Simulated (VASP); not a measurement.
Wanted: the native input for a VASP 6.6.1 run.

| Quantity | Value |
| --- | --- |
| Task | single point |
| Functional | HSE06 |
| Potentials or basis | VASP PAW PBE potentials, release 64 (Hf_pv) |
| Cutoff | 520 eV |
| k mesh | 4 × 4 × 4 |
| Occupations | fermi-dirac, width 0.1 eV |
| Spin | no spin polarisation |
| Dipole correction | no |
| Grid for exact exchange (PRECFOCK) | Normal |
| Further INCAR settings | ALGO = Normal; EDIFF = 1e-06; NBANDS = 17 |
| Screening parameter | 0.2079 1/Å |

Hf:

```
Hf
1.0
     0.00000    3.27553    3.27553
     3.27553    0.00000    3.27553
     3.27553    3.27553    0.00000
Hf
2
Direct
  0.12500 0.12500 0.12500
  0.87500 0.87500 0.87500
```

The input as run:

POSCAR

```
Hf
1.0
    0.0000000000      3.2755266437      3.2755266437
    3.2755266437      0.0000000000      3.2755266437
    3.2755266437      3.2755266437      0.0000000000
Hf
2
Direct
    0.1250000000      0.1250000000      0.1250000000
    0.8750000000      0.8750000000      0.8750000000
```

INCAR.step1

```
SYSTEM = Hf
PREC = Accurate ; ENCUT = 520
EDIFF = 1E-5 ; ISMEAR = -1
SIGMA = 0.1 ; LREAL = .FALSE.
LASPH = .TRUE. ; NELM = 60
ALGO = Normal ; ISIF = 2
LWAVE = .TRUE. ; NBANDS = 17
GGA = PE
```

INCAR.step2

```
SYSTEM = Hf
PREC = Accurate ; ENCUT = 520
EDIFF = 1E-6 ; ISMEAR = -1
SIGMA = 0.1 ; LREAL = .FALSE.
LASPH = .TRUE. ; NELM = 60
ALGO = Normal ; ISIF = 2
LWAVE = .FALSE. ; LCHARG = .TRUE.
GGA = PE ; LHFCALC = .TRUE.
HFSCREEN = 0.2079 ; PRECFOCK = Normal
LELF = .TRUE. ; LVHAR = .TRUE.
NBANDS = 17 ; ISTART = 1
```

KPOINTS

```
Automatic mesh
0
G
  4 4 4
  0 0 0
```

Potentials or basis: VASP PAW PBE potentials, release 64 (Hf_pv).

Launch:

```sh
$ cat potpaw_PBE.64/Hf_pv/POTCAR > POTCAR
$ cp INCAR.step1 INCAR
$ mpirun -np 1 vasp_std > vasp.out
$ cp INCAR.step2 INCAR
$ mpirun -np 1 vasp_std > vasp.out
```

Results of the run:

```json
{
 "Pressure": "-0.3 GPa",
 "Band gap on the k mesh": "zero (band 10 reaches 1.96 eV, above the bottom of band 11 at 1.43 eV)"
}
```

Caveat: the k points lie up to 0.42 Å⁻¹ apart; the PAW data sets were made with another functional, which shifts forces and pressure a little; spin-orbit coupling is left out, which moves the levels of the heavy elements.

Run time: 12 min on 1 thread of Intel(R) Xeon(R) Platinum 8559C (Emerald Rapids) (shared host), peak memory 0.31 GiB.
